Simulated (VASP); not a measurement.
# C (P6_3/mmc) in VASP: further runs

C is run at these levels: LDA; tasks: single point, relaxation of cell and atoms.

Everything below comes from runs of VASP 6.6.1. Logs are shortened: lines on timing, memory, paths and dates and some standing lists are left out, and cuts for length are marked.

### 1 The cell of the first run

The structure is hexagonal, space group P6_3/mmc (No. 194). The conventional cell has a = 2.483 Å, b = 2.483 Å, c = 4.136 Å, α = 90.00°, β = 90.00°, γ = 120.00°. Within 2.0 Å of C (site symmetry 3m) lie 4 C at 1.53 to 1.55 Å.

### 2 Single point, LDA

INCAR

```
  ALGO = Normal
  EDIFF = 1E-6
  ENCUT = 520
  GGA = CA
  ISIF = 2
  ISMEAR = -1
  LASPH = T
  LCHARG = F
  LREAL = F
  LWAVE = F
  NBANDS = 16
  NELM = 60
  PREC = Accurate
  SIGMA = 0.05
```

KPOINTS

```
k-points
0
Gamma
  14 14 7
```

POSCAR

```
C
1.0
    2.4833004279      0.0000000000      0.0000000000
   -1.2416502139      2.1506012557      0.0000000000
    0.0000000000      0.0000000000      4.1362880833
C
4
Direct
    0.3333333333      0.6666666667      0.0628291463
    0.6666666667      0.3333333333      0.5628291463
    0.3333333333      0.6666666667      0.4371708537
    0.6666666667      0.3333333333      0.9371708537
```

Potentials or basis: VASP PAW LDA potentials, release 64 (C).

Started as:

```bash
$ cat potpaw_LDA.64/C/POTCAR > POTCAR
$ mpirun -np 1 vasp_std > vasp.out
```

OUTCAR:

```text
EDIFF = 1E-6
   ENCUT = 520
   GGA = CA
   ISIF = 2
   ISMEAR = -1
   LASPH = T
   LREAL = F
   NELM = 60
   PREC = Accurate

 ion  position               nearest neighbor table
   1  0.333  0.667  0.063-   4 1.53   4 1.53   4 1.53   3 1.55
   2  0.667  0.333  0.563-   3 1.53   3 1.53   3 1.53   4 1.55
   3  0.333  0.667  0.437-   2 1.53   2 1.53   2 1.53   1 1.55
   4  0.667  0.333  0.937-   1 1.53   1 1.53   1 1.53   2 1.55

  LATTYP: Found a hexagonal cell.
 ALAT       =     2.4833004279
 C/A-ratio  =     1.6656414330

  Lattice vectors:

 A1 = (   2.4833004279,   0.0000000000,   0.0000000000)
 A2 = (  -1.2416502139,   2.1506012557,   0.0000000000)
 A3 = (   0.0000000000,   0.0000000000,   4.1362880833)

Analysis of symmetry for initial positions (statically):
=====================================================================
 Subroutine PRICEL returns:
 Original cell was already a primitive cell.

 Routine SETGRP: Setting up the symmetry group for a
 hexagonal supercell.

 Subroutine GETGRP returns: Found 24 space group operations
 (whereof 12 operations were pure point group operations)
 out of a pool of 24 trial point group operations.

The static configuration has the point symmetry D_3d.
 The point group associated with its full space group is D_6h.

Analysis of symmetry for dynamics (positions and initial velocities):
=====================================================================
 Subroutine PRICEL returns:
 Original cell was already a primitive cell.

 Routine SETGRP: Setting up the symmetry group for a
 hexagonal supercell.

 Subroutine GETGRP returns: Found 24 space group operations
 (whereof 12 operations were pure point group operations)
 out of a pool of 24 trial point group operations.

The dynamic configuration has the point symmetry D_3d.
 The point group associated with its full space group is D_6h.

 Subroutine INISYM returns: Found 24 space group operations
 (whereof 12 operations are pure point group operations),
 and found     1 'primitive' translations

----------------------------------------------------------------------------------------

                                     Primitive cell

  volume of cell :      22.0902

  direct lattice vectors                    reciprocal lattice vectors
     2.483300428  0.000000000  0.000000000     0.402689900  0.232493122  0.000000000
    -1.241650214  2.150601256  0.000000000     0.000000000  0.464986244  0.000000000
     0.000000000  0.000000000  4.136288083     0.000000000  0.000000000  0.241762658

  length of vectors
     2.483300428  2.483300428  4.136288083     0.464986244  0.464986244  0.241762658

  position of ions in fractional coordinates (direct lattice)
     0.333333333  0.666666667  0.062829146
     0.666666667  0.333333333  0.562829146
     0.333333333  0.666666667  0.437170854
     0.666666667  0.333333333  0.937170854

  ion indices of the primitive-cell ions
   primitive index   ion index
                 1           1
                 2           2
                 3           3
                 4           4

----------------------------------------------------------------------------------------

 KPOINTS: k-points

Automatic generation of k-mesh.
 Grid dimensions read from file:
 generate k-points for:   14   14    7

 Generating k-lattice:

  Cartesian coordinates                     Fractional coordinates (reciprocal lattice)
     0.028763564  0.016606652  0.000000000     0.071428571 -0.000000000  0.000000000
     0.000000000  0.033213303  0.000000000     0.000000000  0.071428571  0.000000000
     0.000000000  0.000000000  0.034537523     0.000000000  0.000000000  0.142857143

  Length of vectors
     0.033213303  0.033213303  0.034537523

  Shift w.r.t. Gamma in fractional coordinates (k-lattice)
     0.000000000  0.000000000  0.000000000

 Subroutine IBZKPT returns following result:
 ===========================================

 Found     96 irreducible k-points:

 Following reciprocal coordinates:
            Coordinates               Weight
  0.000000  0.000000  0.000000      1.000000
  0.071429  0.000000  0.000000      6.000000
  0.142857  0.000000  0.000000      6.000000
  0.214286  0.000000  0.000000      6.000000
  0.285714  0.000000  0.000000      6.000000
  0.357143 -0.000000  0.000000      6.000000
[... 16 lines left out ...]
  0.285714  0.285714  0.000000      6.000000
  0.357143  0.285714  0.000000      6.000000
 [... further k-points ...]
   k-points           NKPTS =     96   k-points in BZ     NKDIM =     96   number of bands    NBANDS=     16
   number of dos      NEDOS =    301   number of ions     NIONS =      4
   total plane-waves  NPLWV =  10368
   dimension x,y,z NGX =    18 NGY =   18 NGZ =   32
   dimension x,y,z NGXF=    36 NGYF=   36 NGZF=   64
   ions per type =               4
   NGX,Y,Z   is equivalent  to a cutoff of  12.05, 12.05, 12.86 a.u.
   NGXF,Y,Z  is equivalent  to a cutoff of  24.10, 24.10, 25.72 a.u.
 SYSTEM =  unknown system
   PREC   = accura    normal or accurate (medium, high low for compatibility)
   ISTART =      0    job   : 0-new  1-cont  2-samecut
   ICHARG =      2    charge: 1-file 2-atom 10-const
   ISPIN  =      1    spin polarized calculation?
   LNONCOLLINEAR =      F non collinear calculations
   LSORBIT =      F    spin-orbit coupling
   LASPH  =      T    aspherical Exc in radial PAW
   ENCUT  =  520.0 eV  38.22 Ry    6.18 a.u.   4.62  4.62  7.69*2*pi/ulx,y,z
   NELM   =     60;   NELMIN=  2; NELMDL= -5     # of ELM steps
   EDIFF  = 0.1E-05   stopping-criterion for ELM
   LREAL  =      F    real-space projection
[... 7 lines left out ...]
   TEBEG  =    0.0;   TEEND  =   0.0 temperature during run
   PSTRESS=    0.0 pullay stress
   NELECT =      16.0000    total number of electrons
   NUPDOWN=      -1.0000    fix difference up-down
   EMIN   =  10.00;   EMAX   =-10.00  energy-range for DOS
   EFERMI =   0.00;   METHOD = LEGACY
   ISMEAR =    -1;   SIGMA  =   0.05  broadening in eV -4-tet -1-fermi 0-gaus
   EFERMI_NEDOS =   21; number of points for ismear=-14 and -15
   IALGO  =     38    algorithm
   IMIX   =      4    mixing-type and parameters
     AMIX     =   0.40;   BMIX     =  1.00
     AMIX_MAG =   1.60;   BMIX_MAG =  1.00
  volume/ion in A,a.u.               =       5.52        37.27
  Fermi-wavevector in a.u.,A,eV,Ry     =   1.470217  2.778308 29.409520  2.161539
  Thomas-Fermi vector in A             =   2.585501
   LORBIT       =      0    0 simple, 1 ext, 2 COOP (PROOUT), +10 PAW based schemes
   GGA     = CA    functional components
   LHFCALC =     F    Hartree Fock is set to
   AEXX    =    0.0000 exact exchange contribution
   IVDW    =     0    specifies the selected vdW correction
   LEPSILON=     F    determine dielectric tensor
   LRPA    =     F    only Hartree local field effects (RPA)
 non-spin polarized calculation
  energy-cutoff  :      520.00
  volume of cell :       22.09
 maximum number of plane-waves:       608
   NGX =  9   NGY =  9   NGZ = 15

 number of electron      15.9999992 magnetization

 Free energy of the ion-electron system (eV)
  ---------------------------------------------------
  ext. energy  EPLUGINS =         0.00000000
  ---------------------------------------------------
  free energy    TOTEN  =       -40.39015270 eV

  energy without entropy =      -40.39015270  energy(sigma->0) =      -40.39015270

 E-fermi :  11.3285     XC(G=0): -13.6233

 val. band max:       10.4232209031   @ k =   0.0000   0.0000   0.0000
 cond. band min:      13.5566280921   @ k =   0.3571   0.2857   0.0000
 fundamental gap:      3.1334071891
 Fermi energy:        11.3284512721

 k-point     1 :       0.0000    0.0000    0.0000
  band No.  band energies     occupation
      1     -11.5807      2.00000
      2      -5.8018      2.00000
      3      -3.5743      2.00000
      4       7.2740      2.00000
      5       7.2740      2.00000
      6       9.9034      2.00000
[... 8 lines left out ...]
     15      25.4669      0.00000
     16      28.0850      0.00000

 k-point     2 :       0.0714    0.0000    0.0000
  band No.  band energies     occupation
      1     -11.4516      2.00000
      2      -5.6867      2.00000
      3      -3.4513      2.00000
      4       6.6328      2.00000
      5       6.9992      2.00000
      6       9.7111      2.00000
[... 8 lines left out ...]
     15      25.5899      0.00000
     16      27.8635      0.00000

 k-point     3 :       0.1429    0.0000    0.0000
  band No.  band energies     occupation
      1     -11.0651      2.00000
      2      -5.3424      2.00000
      3      -3.0878      2.00000
      4       5.0404      2.00000
      5       6.3343      2.00000
      6       8.5345      2.00000
[... 8 lines left out ...]
     15      25.9631      0.00000
     16      26.0790      0.00000

 k-point     4 :       0.2143    0.0000    0.0000
  band No.  band energies     occupation
      1     -10.4246      2.00000
      2      -4.7712      2.00000
      3      -2.5031      2.00000
      4       3.0245      2.00000
      5       5.5508      2.00000
      6       6.8154      2.00000
[... 8 lines left out ...]
     15      24.9855      0.00000
     16      26.4226      0.00000

 k-point     5 :       0.2857    0.0000    0.0000
  band No.  band energies     occupation
      1      -9.5370      2.00000
      2      -3.9781      2.00000
      3      -1.7706      2.00000
      4       0.9544      2.00000
      5       4.8315      2.00000
      6       4.9723      2.00000
[... 8 lines left out ...]
     15      25.8301      0.00000
     16      25.8429      0.00000

 k-point     6 :       0.3571   -0.0000    0.0000
  band No.  band energies     occupation
      1      -8.4181      2.00000
      2      -2.9739      2.00000
      3      -1.7109      2.00000
      4      -0.2318      2.00000
      5       3.1484      2.00000
      6       4.2726      2.00000
[... 8 lines left out ...]
     15      25.9408      0.00000
     16      27.4084      0.00000

 k-point     7 :       0.4286    0.0000    0.0000
  band No.  band energies     occupation
      1      -7.1204      2.00000
      2      -3.3493      2.00000
      3      -1.7918      2.00000
      4       0.4759      2.00000
      5       1.4502      2.00000
      6       3.9224      2.00000
[... 8 lines left out ...]
     15      26.8616      0.00000
     16      28.5727      0.00000

 k-point     8 :       0.5000   -0.0000    0.0000
  band No.  band energies     occupation
      1      -6.1491      2.00000
      2      -4.4997      2.00000
      3      -0.8294      2.00000
      4       0.3120      2.00000
      5       0.9576      2.00000
      6       3.8035      2.00000
[... 8 lines left out ...]
     15      27.1861      0.00000
     16      28.9085      0.00000

 k-point     9 :       0.0714    0.0714    0.0000
  band No.  band energies     occupation
      1     -11.1937      2.00000
      2      -5.4570      2.00000
      3      -3.2080      2.00000
      4       5.6145      2.00000
      5       6.4195      2.00000
      6       9.0019      2.00000
[... 8 lines left out ...]
     15      25.8430      0.00000
     16      27.0364      0.00000
[... 172 lines left out ...]
 k-point    19 :       0.4286    0.1429    0.0000
  band No.  band energies     occupation
      1      -5.7951      2.00000
      2      -4.2217      2.00000
      3      -0.5310      2.00000
      4       0.5937      2.00000
      5       1.0855      2.00000
      6       2.2389      2.00000
[... 8 lines left out ...]
     15      27.1031      0.00000
     16      28.6554      0.00000

 k-point    20 :       0.2143    0.2143    0.0000
  band No.  band energies     occupation
      1      -8.1691      2.00000
      2      -2.7546      2.00000
      3      -1.2127      2.00000
      4       0.4283      2.00000
      5       1.7281      2.00000
      6       3.8911      2.00000
[... 8 lines left out ...]
     15      24.9943      0.00000
     16      25.1996      0.00000

 k-point    21 :       0.2857    0.2143    0.0000
  band No.  band energies     occupation
      1      -6.9723      2.00000
      2      -2.1847      2.00000
      3      -1.6779      2.00000
      4       0.6119      2.00000
      5       1.1231      2.00000
      6       2.6093      2.00000
[... 8 lines left out ...]
     15      25.6533      0.00000
     16      25.8524      0.00000

 k-point    22 :       0.3571    0.2143    0.0000
  band No.  band energies     occupation
      1      -5.6979      2.00000
      2      -3.5896      2.00000
      3      -0.5034      2.00000
      4       0.3013      2.00000
      5       1.2586      2.00000
      6       1.8594      2.00000
[... 8 lines left out ...]
     15      26.8373      0.00000
     16      27.0323      0.00000

 k-point    23 :       0.2857    0.2857    0.0000
  band No.  band energies     occupation
      1      -5.7365      2.00000
      2      -3.0357      2.00000
      3      -0.5615      2.00000
      4      -0.3951      2.00000
      5       1.8479      2.00000
      6       1.8606      2.00000
[... 8 lines left out ...]
     15      25.9112      0.00000
     16      25.9689      0.00000

 k-point    24 :       0.3571    0.2857    0.0000
  band No.  band energies     occupation
      1      -4.7417      2.00000
      2      -3.8952      2.00000
      3      -0.8139      2.00000
      4       0.3639      2.00000
      5       1.0515      2.00000
      6       2.5502      2.00000
[... 8 lines left out ...]
     15      25.7751      0.00000
     16      26.7376      0.00000

 [... further k-points ...]

------------------------ aborting loop because EDIFF is reached ----------------------------------------

  FORCE on cell =-STRESS in cart. coord.  units (eV):
  Direction    XX          YY          ZZ          XY          YZ          ZX
  --------------------------------------------------------------------------------------
  -------------------------------------------------------------------------------------
  Total        0.2208430      0.2208430      0.2148047      0.0000000      0.0000000     -0.0000000
  in kB       16.0174869     16.0174869     15.5795349      0.0000000      0.0000000     -0.0000000
  external PRESSURE =      15.8715029 kB  Pullay stress =       0.0000000 kB

 VOLUME and BASIS-vectors are now :
 -----------------------------------------------------------------------------
  energy-cutoff  :      520.00
  volume of cell :       22.09
      direct lattice vectors                 reciprocal lattice vectors
     2.483300428  0.000000000  0.000000000     0.402689900  0.232493122  0.000000000
    -1.241650214  2.150601256  0.000000000     0.000000000  0.464986244  0.000000000
     0.000000000  0.000000000  4.136288083     0.000000000  0.000000000  0.241762658

 POSITION                                       TOTAL-FORCE (eV/Angst)
 -----------------------------------------------------------------------------------
     -0.00000      1.43373      0.25988         0.000000     -0.000000      0.005260
      1.24165      0.71687      2.32802        -0.000000     -0.000000      0.005260
     -0.00000      1.43373      1.80826         0.000000      0.000000     -0.005260
      1.24165      0.71687      3.87641        -0.000000      0.000000     -0.005260
 -----------------------------------------------------------------------------------
    total drift:                               -0.000000      0.000000      0.000000

  FREE ENERGIE OF THE ION-ELECTRON SYSTEM (eV)
  ---------------------------------------------------
  free  energy   TOTEN  =       -40.3901527000 eV

  energy  without entropy=      -40.3901527000  energy(sigma->0) =      -40.39015270
```

Run time: 19 s. Hardware: 1 thread of AMD EPYC 7R43 (Zen 3), shared host; peak memory 0.09 GiB.

What came out:

```
Free energy            : -40.3902 eV
Pressure               : 1.6 GPa
Largest force          : 0.005 eV/Å
Band gap on the k mesh : 3.13 eV, indirect (least direct gap 4.97 eV)
```

Forces on the atoms (eV/Å):
```
C    0.000  0.000  0.005
C    0.000  0.000  0.005
C    0.000  0.000 -0.005
C    0.000  0.000 -0.005
```

Levels at points of the mesh, in eV from the valence-band top:
```tsv
k point	band 5	band 6	band 7	band 8	band 9	band 10	band 11	band 12
(0.00, 0.00, 0.00)	-3.15	-0.52	0.00	0.00	4.97	4.97	5.35	8.64
(0.50, 0.00, 0.00)	-9.47	-6.62	-6.16	-3.21	4.53	7.93	8.32	8.45
```

A k mesh can miss the band edges. LDA gaps usually lie below the measured ones, often by a third to a half.

(Part 1 of 2 ends here.)
